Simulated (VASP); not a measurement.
# TiO2 (P4_2/mnm) in VASP: further runs

Runs on TiO2. Level: PBE. Tasks: single point.

Program: VASP 6.6.1. These are calculated values, not measurements. Logs are shortened: lines on timing, memory, paths and dates and some standing lists are left out, and cuts for length are marked.

**1. The cell of the first run**

The structure is tetragonal, space group P4_2/mnm (No. 136). The conventional cell has a = 4.209 Å, b = 4.209 Å, c = 3.031 Å, α = 90.00°, β = 90.00°, γ = 90.00°. Within 2.4 Å of Ti (site symmetry mmm) lie 6 O at 1.82 to 1.91 Å. O (site symmetry m2m) has 3 Ti at 1.82 to 1.91 Å and 1 O at 2.32 Å within 2.4 Å.

**2. Single point, PBE (8.95 Å³/atom)**

Input file INCAR:

```
ALGO = Normal
EDIFF = 1E-7
ENCUT = 520
GGA = PE
ISIF = 2
ISMEAR = 0
LASPH = True
LCHARG = False
LREAL = False
LWAVE = False
NBANDS = 33
NELM = 80
PREC = Accurate
SIGMA = 0.05
```

Input file KPOINTS:

```
k-points
0
Gamma
  8 8 10
```

Input file POSCAR:

```
TiO2
1.0
    4.2086740510      0.0000000000      0.0000000000
    0.0000000000      4.2086740510      0.0000000000
    0.0000000000      0.0000000000      3.0306661842
Ti O
2 4
Direct
    0.0000000000      0.0000000000      0.0000000000
    0.5000000000      0.5000000000      0.5000000000
    0.3050970583      0.3050970583      0.0000000000
    0.1949029417      0.8050970583      0.5000000000
    0.6949029417      0.6949029417      0.0000000000
    0.8050970583      0.1949029417      0.5000000000
```

Potentials or basis: VASP PAW PBE potentials, release 64 (Ti_sv, O).

Started as:

```sh
> cat potpaw_PBE.64/Ti_sv/POTCAR potpaw_PBE.64/O/POTCAR > POTCAR
> mpirun -np 1 vasp_std > vasp.out
```

OUTCAR:

```text
EDIFF = 1E-7
   ENCUT = 520
   GGA = PE
   ISIF = 2
   ISMEAR = 0
   LASPH = True
   LREAL = False
   NELM = 80
   PREC = Accurate

 ion  position               nearest neighbor table
   1  0.000  0.000  0.000-   3 1.82   5 1.82   4 1.91   6 1.91   4 1.91   6 1.91
   2  0.500  0.500  0.500-   4 1.82   6 1.82   5 1.91   3 1.91   3 1.91   5 1.91
   3  0.305  0.305  0.000-   1 1.82   2 1.91   2 1.91
   4  0.195  0.805  0.500-   2 1.82   1 1.91   1 1.91
   5  0.695  0.695  0.000-   1 1.82   2 1.91   2 1.91
   6  0.805  0.195  0.500-   2 1.82   1 1.91   1 1.91

  LATTYP: Found a simple tetragonal cell.
 ALAT       =     4.2086740510
 C/A-ratio  =     0.7201000000

  Lattice vectors:

 A1 = (   4.2086740510,   0.0000000000,   0.0000000000)
 A2 = (   0.0000000000,   4.2086740510,   0.0000000000)
 A3 = (   0.0000000000,   0.0000000000,   3.0306661842)

Analysis of symmetry for initial positions (statically):
=====================================================================
 Subroutine PRICEL returns:
 Original cell was already a primitive cell.

 Routine SETGRP: Setting up the symmetry group for a
 simple tetragonal supercell.

 Subroutine GETGRP returns: Found 16 space group operations
 (whereof  8 operations were pure point group operations)
 out of a pool of 16 trial point group operations.

The static configuration has the point symmetry D_2h.
 The point group associated with its full space group is D_4h.

Analysis of symmetry for dynamics (positions and initial velocities):
=====================================================================
 Subroutine PRICEL returns:
 Original cell was already a primitive cell.

 Routine SETGRP: Setting up the symmetry group for a
 simple tetragonal supercell.

 Subroutine GETGRP returns: Found 16 space group operations
 (whereof  8 operations were pure point group operations)
 out of a pool of 16 trial point group operations.

The dynamic configuration has the point symmetry D_2h.
 The point group associated with its full space group is D_4h.

 Subroutine INISYM returns: Found 16 space group operations
 (whereof  8 operations are pure point group operations),
 and found     1 'primitive' translations

----------------------------------------------------------------------------------------

                                     Primitive cell

[... 99 lines left out ...]
   LREAL  =      F    real-space projection
   EDIFFG = 0.1E-05   stopping-criterion for IOM
   NSW    =      0    number of steps for IOM
   IBRION =     -1    ionic relax: 0-MD 1-quasi-New 2-CG
   NFREE  =      0    steps in history (QN), initial steepest desc. (CG)
   ISIF   =      2    stress and relaxation
   ISYM   =      2    0-nonsym 1-usesym 2-fastsym
   POTIM  = 0.5000    time-step for ionic-motion
   TEBEG  =    0.0;   TEEND  =   0.0 temperature during run
   PSTRESS=    0.0 pullay stress
   NELECT =      48.0000    total number of electrons
   NUPDOWN=      -1.0000    fix difference up-down
   EMIN   =  10.00;   EMAX   =-10.00  energy-range for DOS
   EFERMI =   0.00;   METHOD = LEGACY
   ISMEAR =     0;   SIGMA  =   0.05  broadening in eV -4-tet -1-fermi 0-gaus
   EFERMI_NEDOS =   21; number of points for ismear=-14 and -15
   IALGO  =     38    algorithm
   IMIX   =      4    mixing-type and parameters
     AMIX     =   0.40;   BMIX     =  1.00
     AMIX_MAG =   1.60;   BMIX_MAG =  1.00
  volume/ion in A,a.u.               =       8.95        60.38
  Fermi-wavevector in a.u.,A,eV,Ry     =   1.577172  2.980423 33.844098  2.487471
  Thomas-Fermi vector in A             =   2.677894
   LORBIT       =      0    0 simple, 1 ext, 2 COOP (PROOUT), +10 PAW based schemes
   GGA     = PE    functional components
   LHFCALC =     F    Hartree Fock is set to
   AEXX    =    0.0000 exact exchange contribution
   IVDW    =     0    specifies the selected vdW correction
   LEPSILON=     F    determine dielectric tensor
   LRPA    =     F    only Hartree local field effects (RPA)
 non-spin polarized calculation
 Gauss-broadening in eV      SIGMA  =   0.05
  energy-cutoff  :      520.00
  volume of cell :       53.68
 maximum number of plane-waves:      1475
 NGX is ok and might be reduce to    32
   NGX = 15   NGY = 15   NGZ = 11

 number of electron      48.0000004 magnetization

 Free energy of the ion-electron system (eV)
  ---------------------------------------------------
  ext. energy  EPLUGINS =         0.00000000
  ---------------------------------------------------
  free energy    TOTEN  =       -51.87654863 eV

  energy without entropy =      -51.87654863  energy(sigma->0) =      -51.87654863

 E-fermi :   6.9511     XC(G=0): -12.2762

 val. band max:        6.6038011496   @ k =   0.0000   0.0000   0.0000
 cond. band min:       8.8731839357   @ k =   0.0000   0.0000   0.0000
 fundamental gap:      2.2693827861
 Fermi energy:         6.9511085390

 k-point     1 :       0.0000    0.0000    0.0000
  band No.  band energies     occupation
      1     -49.8744      2.00000
      2     -49.8289      2.00000
      3     -26.3857      2.00000
      4     -26.3857      2.00000
      5     -26.0740      2.00000
      6     -26.0639      2.00000
[... 853 lines left out ...]
     32      13.5515      0.00000
     33      14.4857      0.00000

 [... further k-points ...]

------------------------ aborting loop because EDIFF is reached ----------------------------------------

  FORCE on cell =-STRESS in cart. coord.  units (eV):
  Direction    XX          YY          ZZ          XY          YZ          ZX
  --------------------------------------------------------------------------------------
  -------------------------------------------------------------------------------------
  Total       20.5367634     20.5367634     11.6429070      0.0000000      0.0000000      0.0000000
  in kB      612.9342566    612.9342566    347.4908106      0.0000000      0.0000000      0.0000000
  external PRESSURE =     524.4531079 kB  Pullay stress =       0.0000000 kB

 VOLUME and BASIS-vectors are now :
 -----------------------------------------------------------------------------
  energy-cutoff  :      520.00
  volume of cell :       53.68
      direct lattice vectors                 reciprocal lattice vectors
     4.208674051  0.000000000  0.000000000     0.237604525  0.000000000  0.000000000
     0.000000000  4.208674051  0.000000000     0.000000000  0.237604525  0.000000000
     0.000000000  0.000000000  3.030666184     0.000000000  0.000000000  0.329960457

 POSITION                                       TOTAL-FORCE (eV/Angst)
 -----------------------------------------------------------------------------------
      0.00000      0.00000      0.00000        -0.000000     -0.000000      0.000000
      2.10434      2.10434      1.51533        -0.000000     -0.000000      0.000000
      1.28405      1.28405      0.00000         0.042704      0.042704     -0.000000
      0.82028      3.38839      1.51533        -0.042704      0.042704     -0.000000
      2.92462      2.92462      0.00000        -0.042704     -0.042704      0.000000
      3.38839      0.82028      1.51533         0.042704     -0.042704      0.000000
 -----------------------------------------------------------------------------------
    total drift:                               -0.000000      0.000000     -0.000000

  FREE ENERGIE OF THE ION-ELECTRON SYSTEM (eV)
  ---------------------------------------------------
  free  energy   TOTEN  =       -51.8765486308 eV

  energy  without entropy=      -51.8765486308  energy(sigma->0) =      -51.87654863
```

stdout:

```text
POSCAR found type information on POSCAR TiO
 POSCAR found :  2 types and       6 ions
 scaLAPACK will be used
 LDA part: xc-table for (Slater+PW92), standard interpolation
 POSCAR, INCAR and KPOINTS ok, starting setup
 FFT: planning ... GRIDC
 FFT: planning ... GRID_SOFT
 FFT: planning ... GRID
 WAVECAR not read
 entering main loop
```

Wall time 82 s (1 thread of AMD EPYC 9R45 (Zen 5), shared host); peak memory 0.22 GiB.

Results:

* Free energy: -51.8765 eV
* Pressure: 52.4 GPa
* Largest force: 0.060 eV/Å
* Band gap on the k mesh: 2.27 eV

Forces on the atoms (eV/Å):
```
Ti   0.000  0.000  0.000
Ti   0.000  0.000  0.000
O    0.043  0.043  0.000
O   -0.043  0.043  0.000
O   -0.043 -0.043  0.000
O    0.043 -0.043  0.000
```

Levels at points of the mesh, in eV from the valence-band top:
```csv
k point,band 22,band 23,band 24,band 25,band 26,band 27
"(0.00, 0.00, 0.00)",-0.12,-0.12,0.00,2.27,2.75,2.75
"(0.50, 0.00, 0.00)",-2.33,-0.81,-0.81,3.22,3.22,3.66
"(0.50, 0.50, 0.00)",-1.72,-0.59,-0.59,2.51,2.51,2.81
"(0.00, 0.00, 0.50)",-2.06,-1.27,-1.27,3.00,3.00,3.88
"(0.50, 0.00, 0.50)",-2.18,-1.10,-1.10,2.34,2.34,3.15
"(0.50, 0.50, 0.50)",-1.54,-0.47,-0.47,3.11,3.11,3.22
```

Caveat: the cell stands under pressure. A k mesh can miss the band edges.

**3. Single point, PBE (8.95 Å³/atom)**

Input file INCAR:

```
SYSTEM = TiO2
  ALGO = Normal
  EDIFF = 1E-7
  ENCUT = 520
  GGA = PE
  ISIF = 2
  ISMEAR = 0
  LASPH = .TRUE.
  LCHARG = .FALSE.
  LREAL = .FALSE.
  LWAVE = .FALSE.
  NBANDS = 33
  NELM = 60
  PREC = Accurate
  SIGMA = 0.05
```

Input file KPOINTS:

```
k-points
0
G
  8 8 10
  0 0 0
```

POSCAR, as its differences from that of step 2:

```diff
@@ -2,5 +2,5 @@
 1.0
-    4.2086740510      0.0000000000      0.0000000000
-    0.0000000000      4.2086740510      0.0000000000
-    0.0000000000      0.0000000000      3.0306661842
+    4.4405059589      0.0000000000      0.0000000000
+    0.0000000000      4.4405059589      0.0000000000
+    0.0000000000      0.0000000000      2.7224742034
 Ti O
```

Potentials or basis: VASP PAW PBE potentials, release 64 (Ti_sv, O).

Started as:

```sh
> cat potpaw_PBE.64/Ti_sv/POTCAR potpaw_PBE.64/O/POTCAR > POTCAR
> mpirun -np 1 vasp_std > vasp.out
```

OUTCAR:

```text
SYSTEM = TiO2
   EDIFF = 1E-7
   ENCUT = 520
   GGA = PE
   ISIF = 2
   ISMEAR = 0
   LASPH = .TRUE.
   LREAL = .FALSE.
   NELM = 60
   PREC = Accurate

 ion  position               nearest neighbor table
   1  0.000  0.000  0.000-   4 1.83   6 1.83   4 1.83   6 1.83   5 1.92   3 1.92
   2  0.500  0.500  0.500-   3 1.83   5 1.83   3 1.83   5 1.83   4 1.92   6 1.92
   3  0.305  0.305  0.000-   2 1.83   2 1.83   1 1.92
   4  0.195  0.805  0.500-   1 1.83   1 1.83   2 1.92
   5  0.695  0.695  0.000-   2 1.83   2 1.83   1 1.92
   6  0.805  0.195  0.500-   1 1.83   1 1.83   2 1.92

  LATTYP: Found a simple tetragonal cell.
 ALAT       =     4.4405059589
 C/A-ratio  =     0.6131000000

  Lattice vectors:

 A1 = (   4.4405059589,   0.0000000000,   0.0000000000)
 A2 = (   0.0000000000,   4.4405059589,   0.0000000000)
 A3 = (   0.0000000000,   0.0000000000,   2.7224742034)

Analysis of symmetry for initial positions (statically):
=====================================================================
 Subroutine PRICEL returns:
[... 183 lines left out ...]

 val. band max:        6.2647204451   @ k =   0.0000   0.0000   0.0000
 cond. band min:       8.6173577178   @ k =   0.0000   0.0000   0.0000
 fundamental gap:      2.3526372727
 Fermi energy:         6.5660468649

 k-point     1 :       0.0000    0.0000    0.0000
  band No.  band energies     occupation
      1     -49.8642      2.00000
      2     -49.8292      2.00000
      3     -26.3894      2.00000
      4     -26.3894      2.00000
      5     -26.0531      2.00000
      6     -26.0531      2.00000
[... 853 lines left out ...]
     32      13.6611      0.00000
     33      14.2940      0.00000

 [... further k-points ...]

------------------------ aborting loop because EDIFF is reached ----------------------------------------

  FORCE on cell =-STRESS in cart. coord.  units (eV):
  Direction    XX          YY          ZZ          XY          YZ          ZX
  --------------------------------------------------------------------------------------
  -------------------------------------------------------------------------------------
  Total       16.8582264     16.8582264     28.1596899     -0.0000000      0.0000000      0.0000000
  in kB      503.1457136    503.1457136    840.4458984     -0.0000000      0.0000000      0.0000000
  external PRESSURE =     615.5791085 kB  Pullay stress =       0.0000000 kB

 VOLUME and BASIS-vectors are now :
 -----------------------------------------------------------------------------
  energy-cutoff  :      520.00
  volume of cell :       53.68
      direct lattice vectors                 reciprocal lattice vectors
     4.440505959  0.000000000  0.000000000     0.225199563  0.000000000  0.000000000
     0.000000000  4.440505959  0.000000000     0.000000000  0.225199563  0.000000000
     0.000000000  0.000000000  2.722474203     0.000000000  0.000000000  0.367312939

 POSITION                                       TOTAL-FORCE (eV/Angst)
 -----------------------------------------------------------------------------------
      0.00000      0.00000      0.00000         0.000000      0.000000     -0.000000
      2.22025      2.22025      1.36124         0.000000      0.000000     -0.000000
      1.35479      1.35479      0.00000        -1.104094     -1.104094      0.000000
      0.86547      3.57504      1.36124         1.104094     -1.104094     -0.000000
      3.08572      3.08572      0.00000         1.104094      1.104094     -0.000000
      3.57504      0.86547      1.36124        -1.104094      1.104094     -0.000000
 -----------------------------------------------------------------------------------
    total drift:                               -0.000000      0.000000     -0.000000

  FREE ENERGIE OF THE ION-ELECTRON SYSTEM (eV)
  ---------------------------------------------------
  free  energy   TOTEN  =       -51.8107263661 eV

  energy  without entropy=      -51.8107263661  energy(sigma->0) =      -51.81072637
```

stdout:

```text
POSCAR found type information on POSCAR TiO
 POSCAR found :  2 types and       6 ions
 scaLAPACK will be used
 LDA part: xc-table for (Slater+PW92), standard interpolation
 POSCAR, INCAR and KPOINTS ok, starting setup
 FFT: planning ... GRIDC
 FFT: planning ... GRID_SOFT
 FFT: planning ... GRID
 WAVECAR not read
 entering main loop
```

It took 91 s on 1 thread of AMD EPYC 9R45 (Zen 5), shared host; peak memory 0.22 GiB.

What came out:

* Free energy: -51.8107 eV
* Pressure: 61.6 GPa
* Largest force: 1.561 eV/Å
* Band gap on the k mesh: 2.35 eV

Forces in eV/Å, atoms in the order of the input:
```
Ti   0.000  0.000  0.000
Ti   0.000  0.000  0.000
O   -1.104 -1.104  0.000
O    1.104 -1.104  0.000
O    1.104  1.104  0.000
O   -1.104  1.104  0.000
```

Caveat: the cell stands under pressure; forces of over 1 eV/Å act on the atoms, so gaps and moduli don't describe the material at rest.
